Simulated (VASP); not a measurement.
# Se (P3_121) in VASP: single point with HSE06

Aim: the single point of Se with HSE06.

Everything below comes from runs of VASP 6.6.1. Logs are shortened: lines on timing, memory, paths and dates and some standing lists are left out, and cuts for length are marked.

### Step 1. The cell of the first run

It takes space group P3_121 (No. 152, trigonal). The conventional cell has a = 4.037 Å, b = 4.037 Å, c = 5.123 Å, α = 90.00°, β = 90.00°, γ = 120.00°. Within 3.2 Å of Se (site symmetry 2) lie 6 Se at 2.44 to 3.17 Å.

### Step 2. Single point, HSE06

File POSCAR:

```
Se
1.0
    4.0374240000      0.0000000000      0.0000000000
   -2.0187120000      3.4965110000      0.0000000000
    0.0000000000      0.0000000000      5.1229070000
Se
3
Direct
    0.2487610000      0.0000000000      0.3333330000
    0.0000000000      0.2487610000      0.6666670000
    0.7512390000      0.7512390000      0.0000000000
```

File INCAR.step1:

```
  PREC = Accurate
  ENCUT = 520
  EDIFF = 1E-5
  ISMEAR = -1
  SIGMA = 0.05
  LREAL = False
  LASPH = True
  NELM = 100
  ALGO = Normal
  ISIF = 2
  LWAVE = True
  LCHARG = False
  GGA = PE
  NBANDS = 16
  LUSENCCL = False
```

File INCAR.step2:

```
  PREC = Accurate
  ENCUT = 520
  EDIFF = 1E-7
  ISMEAR = -1
  SIGMA = 0.05
  LREAL = False
  LASPH = True
  NELM = 100
  ALGO = Normal
  ISIF = 2
  LWAVE = False
  LCHARG = False
  GGA = PE
  LHFCALC = True
  HFSCREEN = 0.2079
  PRECFOCK = Normal
  ISTART = 1
  NBANDS = 16
  LUSENCCL = False
```

File KPOINTS:

```
Automatic mesh
0
Gamma
  6 6 5
```

Potentials or basis: VASP PAW PBE potentials, release 64 (Se).

Run with:

```sh
cat potpaw_PBE.64/Se/POTCAR > POTCAR
cp INCAR.step1 INCAR
mpirun -np 1 vasp_std > vasp.out
cp INCAR.step2 INCAR
mpirun -np 1 vasp_std > vasp.out
```

OUTCAR:

```text
PREC = Accurate
   ENCUT = 520
   EDIFF = 1E-7
   ISMEAR = -1
   LREAL = False
   LASPH = True
   NELM = 100
   ISIF = 2
   GGA = PE
   LHFCALC = True
   HFSCREEN = 0.2079
   PRECFOCK = Normal
   ISTART = 1

 ion  position               nearest neighbor table
   1  0.249  0.000  0.333-   3 2.44   2 2.44
   2  0.000  0.249  0.667-   3 2.44   1 2.44
   3  0.751  0.751  0.000-   2 2.44   1 2.44

  LATTYP: Found a hexagonal cell.
 ALAT       =     4.0374240000
 C/A-ratio  =     1.2688553394

  Lattice vectors:

 A1 = (   4.0374240000,   0.0000000000,   0.0000000000)
 A2 = (  -2.0187120000,   3.4965110000,   0.0000000000)
 A3 = (   0.0000000000,   0.0000000000,   5.1229070000)

Analysis of symmetry for initial positions (statically):
=====================================================================
 Subroutine PRICEL returns:
 Original cell was already a primitive cell.

 Routine SETGRP: Setting up the symmetry group for a
 hexagonal supercell.

 Subroutine GETGRP returns: Found  6 space group operations
 (whereof  2 operations were pure point group operations)
 out of a pool of 24 trial point group operations.

The static configuration has the point symmetry C_2 .
 The point group associated with its full space group is D_3 .

Analysis of symmetry for dynamics (positions and initial velocities):
=====================================================================
 Subroutine PRICEL returns:
 Original cell was already a primitive cell.

 Routine SETGRP: Setting up the symmetry group for a
 hexagonal supercell.

 Subroutine GETGRP returns: Found  6 space group operations
 (whereof  2 operations were pure point group operations)
 out of a pool of 24 trial point group operations.

The dynamic configuration has the point symmetry C_2 .
 The point group associated with its full space group is D_3 .

 Subroutine INISYM returns: Found  6 space group operations
 (whereof  2 operations are pure point group operations),
 and found     1 'primitive' translations

----------------------------------------------------------------------------------------

                                     Primitive cell

  volume of cell :      72.3196

  direct lattice vectors                    reciprocal lattice vectors
     4.037424000  0.000000000  0.000000000     0.247682681  0.142999693 -0.000000000
    -2.018712000  3.496511000  0.000000000     0.000000000  0.285999386  0.000000000
[... 95 lines left out ...]
   POTIM  = 0.5000    time-step for ionic-motion
   TEBEG  =    0.0;   TEEND  =   0.0 temperature during run
   PSTRESS=    0.0 pullay stress
   NELECT =      18.0000    total number of electrons
   NUPDOWN=      -1.0000    fix difference up-down
   EMIN   =  10.00;   EMAX   =-10.00  energy-range for DOS
   EFERMI =   0.00;   METHOD = LEGACY
   ISMEAR =    -1;   SIGMA  =   0.05  broadening in eV -4-tet -1-fermi 0-gaus
   EFERMI_NEDOS =   21; number of points for ismear=-14 and -15
   IALGO  =     38    algorithm
   IMIX   =      1    mixing-type and parameters
     AMIX     =   0.40;   BMIX     =  1.00
     AMIX_MAG =   1.60;   BMIX_MAG =  1.00
  volume/ion in A,a.u.               =      24.11       162.68
  Fermi-wavevector in a.u.,A,eV,Ry     =   1.029786  1.946014 14.428430  1.060460
  Thomas-Fermi vector in A             =   2.163851
   LORBIT       =      0    0 simple, 1 ext, 2 COOP (PROOUT), +10 PAW based schemes
   GGA     = PE    functional components
   LHFCALC =     T    Hartree Fock is set to
   PRECFOCK=normal    Normal, Fast or Accurate (Low or Medium for compatibility)
   ENCUT4O =  -1.0   cutoff for four orbital integrals eV
   NKREDX  =     1    reduce k-point grid by
   NKREDY  =     1    reduce k-point grid by
   NKREDZ  =     1    reduce k-point grid by
   AEXX    =    0.2500 exact exchange contribution
   HFSCREEN=    0.2079 screening length (either q_TF or 0.3 A-1)
   HFSCREENC=   0.2079 screening length for correlation (either q_TF or 0.3 A-1)
   ENCUTFOCK=  -1.0 apply spherical cutoff to Coloumb kernel
   IVDW    =     0    specifies the selected vdW correction
   LEPSILON=     F    determine dielectric tensor
   LRPA    =     F    only Hartree local field effects (RPA)
 non-spin polarized calculation
  energy-cutoff  :      520.00
  volume of cell :       72.32
 maximum number of plane-waves:      1969
  NGX = 24; NGY = 24; NGZ = 30

 number of electron      18.0000001 magnetization

 Free energy of the ion-electron system (eV)
  ---------------------------------------------------
  ext. energy  EPLUGINS =         0.00000000
  ---------------------------------------------------
  free energy    TOTEN  =       -13.04929558 eV

  energy without entropy =      -13.04929557  energy(sigma->0) =      -13.04929557

 E-fermi :   4.1727     XC(G=0):  -7.9198

 val. band max:        3.3382957627   @ k =   0.3333   0.3333   0.4000
 cond. band min:       4.9891741206   @ k =   0.0000   0.0000   0.4000
 fundamental gap:      1.6508783580
 Fermi energy:         4.1727448792

 k-point     1 :       0.0000    0.0000    0.0000
  band No.  band energies     occupation
      1     -14.2155      2.00000
      2      -9.6616      2.00000
      3      -9.6616      2.00000
      4      -0.5792      2.00000
      5      -0.2457      2.00000
      6      -0.2457      2.00000
[... 433 lines left out ...]
      3      -8.0987      2.00000
      4      -2.4932      2.00000
      5      -1.6052      2.00000
      6      -0.8979      2.00000
[... 8 lines left out ...]
     15      12.3321      0.00000
     16      12.9048      0.00000

 [... further k-points ...]

------------------------ aborting loop because EDIFF is reached ----------------------------------------

  FORCE on cell =-STRESS in cart. coord.  units (eV):
  Direction    XX          YY          ZZ          XY          YZ          ZX
  --------------------------------------------------------------------------------------
  -------------------------------------------------------------------------------------
  Total        0.5694475      0.5694472     -0.5061461      0.0000000      0.0000000      0.0000000
  in kB       12.6156176     12.6156122    -11.2132296      0.0000000      0.0000000      0.0000000
  external PRESSURE =       4.6726668 kB  Pullay stress =       0.0000000 kB

 VOLUME and BASIS-vectors are now :
 -----------------------------------------------------------------------------
  energy-cutoff  :      520.00
  volume of cell :       72.32
      direct lattice vectors                 reciprocal lattice vectors
     4.037424000  0.000000000  0.000000000     0.247682681  0.142999693 -0.000000000
    -2.018712000  3.496511000  0.000000000     0.000000000  0.285999386  0.000000000
     0.000000000  0.000000000  5.122907000     0.000000000 -0.000000000  0.195201670

 POSITION                                       TOTAL-FORCE (eV/Angst)
 -----------------------------------------------------------------------------------
      1.00435      0.00000      1.70763        -0.574454      0.000000      0.000000
     -0.50218      0.86980      3.41527         0.287227     -0.497491     -0.000000
      1.51654      2.62672      0.00000         0.287227      0.497491     -0.000000
 -----------------------------------------------------------------------------------
    total drift:                               -0.000036     -0.000061     -0.000009

  FREE ENERGIE OF THE ION-ELECTRON SYSTEM (eV)
  ---------------------------------------------------
  free  energy   TOTEN  =       -13.0492955826 eV

  energy  without entropy=      -13.0492955659  energy(sigma->0) =      -13.04929557
```

OSZICAR.step1:

```text
N       E                     dE             d eps       ncg     rms          rms(c)
DAV:   1     0.791440371243E+02    0.79144E+02   -0.73141E+03   864   0.947E+02
DAV:   2    -0.562192619717E+01   -0.84766E+02   -0.80241E+02  1128   0.155E+02
DAV:   3    -0.104238369414E+02   -0.48019E+01   -0.47826E+01  1040   0.416E+01
DAV:   4    -0.104544825535E+02   -0.30646E-01   -0.30637E-01  1144   0.394E+00
DAV:   5    -0.104546682924E+02   -0.18574E-03   -0.18574E-03  1072   0.304E-01    0.705E+00
DAV:   6    -0.104132774235E+02    0.41391E-01   -0.28561E-02  1072   0.110E+00    0.435E+00
DAV:   7    -0.104012479542E+02    0.12029E-01   -0.57658E-02  1104   0.154E+00    0.180E-01
DAV:   8    -0.104005171229E+02    0.73083E-03   -0.87453E-03   984   0.575E-01    0.103E-01
DAV:   9    -0.104005904334E+02   -0.73310E-04   -0.23901E-04  1232   0.103E-01    0.370E-02
DAV:  10    -0.104006174253E+02   -0.26992E-04   -0.37010E-05  1072   0.421E-02    0.677E-03
DAV:  11    -0.104006189231E+02   -0.14978E-05   -0.67246E-06   864   0.167E-02
   1 F= -.10400619E+02 E0= -.10400615E+02  d E =-.702595E-05
```

Wall time 17 min (1 × NVIDIA H100 80GB with 1 thread of Intel Xeon Platinum 8481C at 2.70GHz (Sapphire Rapids), shared host); peak memory 1.2 GiB.

What came out:

```yaml
Free_energy: -13.0493 eV
Pressure: 0.5 GPa
Largest_force: 0.574 eV/Å
Band_gap_on_the_k_mesh: 1.65 eV
```

Forces on the atoms (eV/Å):
```
Se  -0.574  0.000  0.000
Se   0.287 -0.497  0.000
Se   0.287  0.497  0.000
```

Stress tensor (GPa, compression positive):
```
 1.26  0.00  0.00
 0.00  1.26  0.00
 0.00  0.00 -1.12
```

Levels at points of the mesh, in eV from the valence-band top:
| k point | band 6 | band 7 | band 8 | band 9 | band 10 | band 11 | band 12 | band 13 |
| --- | --- | --- | --- | --- | --- | --- | --- | --- |
| (0.00, 0.00, 0.00) | -3.58 | -2.12 | -2.12 | -0.67 | 2.25 | 2.25 | 2.92 | 7.25 |
| (0.50, 0.00, 0.00) | -4.18 | -3.93 | -1.55 | -1.08 | 2.20 | 2.48 | 5.18 | 5.30 |

Caveat: the PAW data sets were made with another functional, which shifts forces and pressure a little; an odd mesh through Γ misses points on the zone boundary, where band edges can lie.
